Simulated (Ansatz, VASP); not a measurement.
## W: VASP beside Ansatz

File INCAR:

```
SYSTEM = W
ALGO = Normal
EDIFF = 1E-7
EDIFFG = -0.01
ENCUT = 600
GGA = RP
IBRION = 2
ISIF = 3
ISMEAR = 1
LASPH = .True.
LCHARG = .False.
LREAL = .False.
LWAVE = .False.
NELM = 100
NSW = 100
PREC = Accurate
SIGMA = 0.05
```

KPOINTS

```
k-points
0
Gamma
  13 13 13
  0 0 0
```

POSCAR

```
W
1.0
    0.0000000000      2.0300000000      2.0300000000
    2.0300000000      0.0000000000      2.0300000000
    2.0300000000      2.0300000000      0.0000000000
W
1
Direct
    0.0000000000      0.0000000000      0.0000000000
```

Input for Ansatz:

```yaml
crystal:
  lattice:
    - [0.0, 2.03, 2.03]
    - [2.03, 0.0, 2.03]
    - [2.03, 2.03, 0.0]
  atoms:
    - { symbol: W, position: [0.0, 0.0, 0.0] }
basis:
  ecutwfc: 435.382179935808
kpoints:
  mp_grid:
    grid: [13, 13, 13]
    shift: [0.0, 0.0, 0.0]
hamiltonian:
  xc: rpbe
  dispersion: none
scf:
  occupations:
    method: cold
    width: 0.05
relax:
  f_tol: 0.01
  max_steps: 100
  cell: {}
```

Alike in both runs: task relaxation of cell and atoms; functional RPBE; k mesh 13 × 13 × 13; no spin polarisation.

|  | VASP | Ansatz |
| --- | --- | --- |
| version | VASP 6.6.1 | Ansatz 0.2.0 |
| potentials or method | VASP PAW PBE potentials, release 64 (W_sv), cutoff 600 eV | plane waves, PAW |
| occupations | methfessel-paxton of order 1, width 0.05 eV | cold, width 0.05 eV |
| valence electrons in the cell | 14 | 14 |

```csv
,VASP,Ansatz,Ansatz less VASP
relaxed volume (Å³/atom),16.70,16.67,-0.028
relaxed cell length with the largest relative difference (Å),2.869,2.867,-0.0016
```

VASP's potentials were made for PBE, not for RPBE.

Neither program's run includes spin-orbit coupling.
